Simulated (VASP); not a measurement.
# Ge (Cmcm) in VASP: further runs, part 3 of 3

VASP 6.6.1. The steps go on from the part before.

### Step 5. Relaxation of cell and atoms, revPBE

Input file INCAR:

```
SYSTEM = Ge
  ALGO = Normal
  EDIFF = 1E-7
  EDIFFG = -0.02
  ENCUT = 600
  GGA = RE
  IBRION = 2
  ISIF = 3
  ISMEAR = -1
  LASPH = .True.
  LCHARG = .False.
  LREAL = .False.
  LWAVE = .False.
  NELM = 60
  NSW = 80
  PREC = Accurate
  SIGMA = 0.05
```

Input file KPOINTS:

```
k-points
0
Gamma
  10 10 6
  0 0 0
```

Input file POSCAR:

```
Ge
1.0
    1.4880529250     -2.5946896100      0.0000000000
    1.4880529250      2.5946896100      0.0000000000
    0.0000000000      0.0000000000      4.7275957900
Ge
2
Direct
    0.3334466300      0.6665533700      0.2500000000
    0.6665533700      0.3334466300      0.7500000000
```

Potentials or basis: VASP PAW PBE potentials, release 64 (Ge_d).

Command:

```sh
$ cat potpaw_PBE.64/Ge_d/POTCAR > POTCAR
$ mpirun -np 1 vasp_std > vasp.out
```

OUTCAR:

```text
SYSTEM = Ge
   EDIFF = 1E-7
   EDIFFG = -0.02
   ENCUT = 600
   GGA = RE
   IBRION = 2
   ISIF = 3
   ISMEAR = -1
   LASPH = .True.
   LREAL = .False.
   NELM = 60
   NSW = 80
   PREC = Accurate

 ion  position               nearest neighbor table
   1  0.333  0.667  0.250-
   2  0.667  0.333  0.750-

  LATTYP: Found a base centered orthorhombic cell.
 ALAT       =     2.9761058500
 B/A-ratio  =     1.7436809984
 C/A-ratio  =     1.5885173540

  Lattice vectors:

 A1 = (   1.4880529250,  -2.5946896100,   0.0000000000)
 A2 = (   1.4880529250,   2.5946896100,   0.0000000000)
 A3 = (   0.0000000000,   0.0000000000,   4.7275957900)

Analysis of symmetry for initial positions (statically):
=====================================================================
 Subroutine PRICEL returns:
 Original cell was already a primitive cell.

 Routine SETGRP: Setting up the symmetry group for a
 base centered orthorhombic supercell.

 Subroutine GETGRP returns: Found  8 space group operations
 (whereof  4 operations were pure point group operations)
 out of a pool of  8 trial point group operations.

The static configuration has the point symmetry C_2h.
 The point group associated with its full space group is D_2h.

Analysis of symmetry for dynamics (positions and initial velocities):
=====================================================================
 Subroutine PRICEL returns:
 Original cell was already a primitive cell.

 Routine SETGRP: Setting up the symmetry group for a
 base centered orthorhombic supercell.

 Subroutine GETGRP returns: Found  8 space group operations
 (whereof  4 operations were pure point group operations)
 out of a pool of  8 trial point group operations.

The dynamic configuration has the point symmetry C_2h.
 The point group associated with its full space group is D_2h.

 Subroutine INISYM returns: Found  8 space group operations
 (whereof  4 operations are pure point group operations),
 and found     1 'primitive' translations

----------------------------------------------------------------------------------------

                                     Primitive cell

  volume of cell :      36.5068

  direct lattice vectors                    reciprocal lattice vectors
     1.488052925 -2.594689610  0.000000000     0.336009554 -0.192701277  0.000000000
     1.488052925  2.594689610  0.000000000     0.336009554  0.192701277  0.000000000
     0.000000000  0.000000000  4.727595790     0.000000000  0.000000000  0.211524006

  length of vectors
     2.991106096  2.991106096  4.727595790     0.387345069  0.387345069  0.211524006

  position of ions in fractional coordinates (direct lattice)
     0.333446630  0.666553370  0.250000000
     0.666553370  0.333446630  0.750000000

  ion indices of the primitive-cell ions
   primitive index   ion index
                 1           1
                 2           2

----------------------------------------------------------------------------------------

 KPOINTS: k-points

[... 27 lines left out ...]
  0.300000 -0.000000  0.000000      4.000000
  0.400000 -0.000000  0.000000      4.000000
  0.500000 -0.000000  0.000000      2.000000
[... 16 lines left out ...]
  0.300000  0.300000  0.000000      2.000000
  0.400000  0.300000  0.000000      4.000000
 [... further k-points ...]
   k-points           NKPTS =    124   k-points in BZ     NKDIM =    124   number of bands    NBANDS=     18
   number of dos      NEDOS =    301   number of ions     NIONS =      2
   total plane-waves  NPLWV =  23040
   dimension x,y,z NGX =    24 NGY =   24 NGZ =   40
   dimension x,y,z NGXF=    48 NGYF=   48 NGZF=   80
   ions per type =               2
   NGX,Y,Z   is equivalent  to a cutoff of  13.34, 13.34, 14.07 a.u.
   NGXF,Y,Z  is equivalent  to a cutoff of  26.68, 26.68, 28.13 a.u.
 SYSTEM =  Ge
   PREC   = accura    normal or accurate (medium, high low for compatibility)
   ISTART =      0    job   : 0-new  1-cont  2-samecut
   ICHARG =      2    charge: 1-file 2-atom 10-const
   ISPIN  =      1    spin polarized calculation?
   LNONCOLLINEAR =      F non collinear calculations
   LSORBIT =      F    spin-orbit coupling
   LASPH  =      T    aspherical Exc in radial PAW
   ENCUT  =  600.0 eV  44.10 Ry    6.64 a.u.   5.97  5.97  9.44*2*pi/ulx,y,z
   NELM   =     60;   NELMIN=  2; NELMDL= -5     # of ELM steps
   EDIFF  = 0.1E-06   stopping-criterion for ELM
   LREAL  =      F    real-space projection
   EDIFFG = -.2E-01   stopping-criterion for IOM
   NSW    =     80    number of steps for IOM
   IBRION =      2    ionic relax: 0-MD 1-quasi-New 2-CG
   NFREE  =      1    steps in history (QN), initial steepest desc. (CG)
   ISIF   =      3    stress and relaxation
   ISYM   =      2    0-nonsym 1-usesym 2-fastsym
   POTIM  = 0.5000    time-step for ionic-motion
   TEBEG  =    0.0;   TEEND  =   0.0 temperature during run
   PSTRESS=    0.0 pullay stress
   NELECT =      28.0000    total number of electrons
   NUPDOWN=      -1.0000    fix difference up-down
   EMIN   =  10.00;   EMAX   =-10.00  energy-range for DOS
   EFERMI =   0.00;   METHOD = LEGACY
   ISMEAR =    -1;   SIGMA  =   0.05  broadening in eV -4-tet -1-fermi 0-gaus
   EFERMI_NEDOS =   21; number of points for ismear=-14 and -15
   IALGO  =     38    algorithm
   IMIX   =      4    mixing-type and parameters
     AMIX     =   0.40;   BMIX     =  1.00
     AMIX_MAG =   1.60;   BMIX_MAG =  1.00
  volume/ion in A,a.u.               =      18.25       123.18
  Fermi-wavevector in a.u.,A,eV,Ry     =   1.498544  2.831837 30.553703  2.245634
  Thomas-Fermi vector in A             =   2.610289
   LORBIT       =      0    0 simple, 1 ext, 2 COOP (PROOUT), +10 PAW based schemes
   GGA     = RE    functional components
   LHFCALC =     F    Hartree Fock is set to
   AEXX    =    0.0000 exact exchange contribution
   IVDW    =     0    specifies the selected vdW correction
   LEPSILON=     F    determine dielectric tensor
   LRPA    =     F    only Hartree local field effects (RPA)
 conjugate gradient relaxation of ions
 non-spin polarized calculation
  energy-cutoff  :      600.00
  volume of cell :       36.51
 maximum number of plane-waves:      1237
   NGX = 11   NGY = 11   NGZ = 19

--------------------------------------- Ionic step        1  -------------------------------------------

 number of electron      27.9999997 magnetization

 Free energy of the ion-electron system (eV)
  ---------------------------------------------------
  ext. energy  EPLUGINS =         0.00000000
  ---------------------------------------------------
  free energy    TOTEN  =        -7.73918436 eV

  energy without entropy =       -7.73062909  energy(sigma->0) =       -7.73490673

------------------------ aborting loop because EDIFF is reached ----------------------------------------

  FORCE on cell =-STRESS in cart. coord.  units (eV):
  Direction    XX          YY          ZZ          XY          YZ          ZX
  --------------------------------------------------------------------------------------
  -------------------------------------------------------------------------------------
  Total        1.0619434      1.1105307      1.6748014      0.0000000      0.0000000      0.0000000
  in kB       46.6055724     48.7379246     73.5021051      0.0000000      0.0000000      0.0000000
  external PRESSURE =      56.2818673 kB  Pullay stress =       0.0000000 kB
[... 167 lines left out ...]
--------------------------------------- Ionic step        6  -------------------------------------------

 number of electron      28.0000029 magnetization

 Free energy of the ion-electron system (eV)
  ---------------------------------------------------
  ext. energy  EPLUGINS =         0.00000000
  ---------------------------------------------------
  free energy    TOTEN  =        -7.78987492 eV

  energy without entropy =       -7.78200892  energy(sigma->0) =       -7.78594192

 E-fermi :   6.4060     XC(G=0): -11.0137

 val. band max:        6.3537059387   @ k =  -0.3000   0.2000   0.1667
 cond. band min:       6.4200338209   @ k =   0.5000   0.2000   0.5000
 fundamental gap:      0.0663278822
 Fermi energy:         6.4059867384

 k-point     1 :       0.0000    0.0000    0.0000
  band No.  band energies     occupation
      1     -18.3539      2.00000
      2     -18.3508      2.00000
      3     -18.3508      2.00000
      4     -18.3470      2.00000
      5     -18.3444      2.00000
      6     -18.3409      2.00000
[... 481 lines left out ...]
      5     -18.3222      2.00000
      6     -18.3106      2.00000
[... 10 lines left out ...]
     17       7.6742      0.00000
     18       8.1627      0.00000

 [... further k-points ...]

------------------------ aborting loop because EDIFF is reached ----------------------------------------

  FORCE on cell =-STRESS in cart. coord.  units (eV):
  Direction    XX          YY          ZZ          XY          YZ          ZX
  --------------------------------------------------------------------------------------
  -------------------------------------------------------------------------------------
  Total       -0.0334018     -0.0092007     -0.0100096      0.0000000     -0.0000000      0.0000000
  in kB       -1.3590888     -0.3743694     -0.4072790      0.0000000     -0.0000000      0.0000000
  external PRESSURE =      -0.7135791 kB  Pullay stress =       0.0000000 kB
[... 17 lines left out ...]
  FREE ENERGIE OF THE ION-ELECTRON SYSTEM (eV)
  ---------------------------------------------------
  free  energy   TOTEN  =        -7.7898749228 eV

  energy  without entropy=       -7.7820089203  energy(sigma->0) =       -7.78594192

 reached required accuracy - stopping structural energy minimisation
```

OSZICAR:

```text
N       E                     dE             d eps       ncg     rms          rms(c)
DAV:   1     0.158583510374E+03    0.15858E+03   -0.16354E+04  4658   0.485E+03
DAV:   2     0.107263359409E+02   -0.14786E+03   -0.14558E+03  4468   0.545E+02
DAV:   3    -0.723964183345E+01   -0.17966E+02   -0.17693E+02  4988   0.139E+02
[... 55 lines left out ...]
DAV:   3    -0.778986325524E+01    0.94582E-03   -0.15468E-03  7036   0.807E-01    0.185E-02
DAV:   4    -0.778987433735E+01   -0.11082E-04   -0.23060E-04  4906   0.214E-01    0.117E-02
DAV:   5    -0.778987510603E+01   -0.76868E-06   -0.72114E-06  5972   0.614E-02    0.276E-03
DAV:   6    -0.778987494062E+01    0.16540E-06   -0.63769E-07  4722   0.159E-02    0.878E-04
DAV:   7    -0.778987492284E+01    0.17788E-07   -0.67612E-08  2318   0.413E-03
   6 F= -.77898749E+01 E0= -.77859419E+01  d E =-.833633E-03
```

CONTCAR:

```text
Ge
   1.00000000000000
     1.5138292122229484   -2.6447888534976887   -0.0000000000000000
     1.5138292122229484    2.6447888534976887    0.0000000000000000
     0.0000000000000000    0.0000000000000000    4.9173967756830255
  Ge
     2
Direct
     0.3334506235986431    0.6665493764013569    0.2500000000000000
     0.6665493764013569    0.3334506235986431    0.7500000000000000

  0.00000000E+00  0.00000000E+00  0.00000000E+00
  0.00000000E+00  0.00000000E+00  0.00000000E+00
```

Wall time 12 min (1 thread of AMD EPYC 7R13, shared host); peak memory 0.19 GiB.

Results:

* Free energy: -7.7899 eV
* Relaxed volume: 19.69 Å³/atom
* Relaxed cell: a = 3.047 Å, b = 3.047 Å, c = 4.917 Å, α = 90.00°, β = 90.00°, γ = 120.43°
* Space group after relaxing (to 0.1 Å): P6_3/mmc (No. 194)
* Energy gained by relaxing: 25.3 meV/atom
* Ionic steps: 6
* Pressure after relaxing: -0.1 GPa
* Band gap on the k mesh: zero (bands 14 and 15 overlap by 8.55 eV)

Step by step:
```
step  energy change (eV)  largest force (eV/Å)  pressure (GPa)  volume (Å³)
   1              0.0000                0.0012            5.63        36.51
   2             -0.0480                0.0006           -1.05        40.00
   3             -0.0499                0.0004           -0.08        39.39
   4             -0.0499                0.0004           -0.17        39.44
   5             -0.0505                0.0003           -0.09        39.40
   6             -0.0507                0.0008           -0.07        39.38
```

Final structure:
```
CELL_PARAMETERS angstrom
1.51383 -2.64479 0.00000
1.51383 2.64479 0.00000
0.00000 0.00000 4.91740
ATOMIC_POSITIONS crystal
Ge 0.33345 0.66655 0.25000
Ge 0.66655 0.33345 0.75000
```

Caveat: the PAW data sets were made with another functional, which shifts forces and pressure a little.

### Step 6. Overview

```csv
task,level,potentials or basis,spin,cell,cutoff (eV),smearing,gap on the mesh (eV),pressure (GPa)
single point,LDA,"VASP PAW LDA potentials, release 64 (Ge_d)",off,"a = 2.991, b = 2.991, c = 4.728 Å, angles 90.0, 90.0, 120.3°, 2 atoms",520,gaussian 0.1 eV,none,-1.3
single point,BLYP,"VASP PAW PBE potentials, release 64 (Ge_d)",collinear,"a = 2.991, b = 2.991, c = 4.728 Å, angles 90.0, 90.0, 120.3°, 2 atoms",520,fermi-dirac 0.05 eV,none,11.3
single point,revPBE,"VASP PAW PBE potentials, release 64 (Ge_d)",off,"a = 3.047, b = 3.047, c = 4.916 Å, angles 90.0, 90.0, 120.6°, 2 atoms",520,fermi-dirac 0.05 eV,none,0.0
relaxation of cell and atoms,revPBE,"VASP PAW PBE potentials, release 64 (Ge_d)",off,"relaxed from a = 2.991, b = 2.991, c = 4.728 Å, angles 90.0, 90.0, 120.3°, 2 atoms",600,fermi-dirac 0.05 eV,none,-0.1
```

Alike in all rows: k mesh 10 × 10 × 6.

Caveats: the PAW data sets were made with another functional, which shifts forces and pressure a little (at least some runs); the cell stands under pressure (at least some runs).

Total energies depend on the potentials used, so only differences within one code and one set of settings carry meaning.
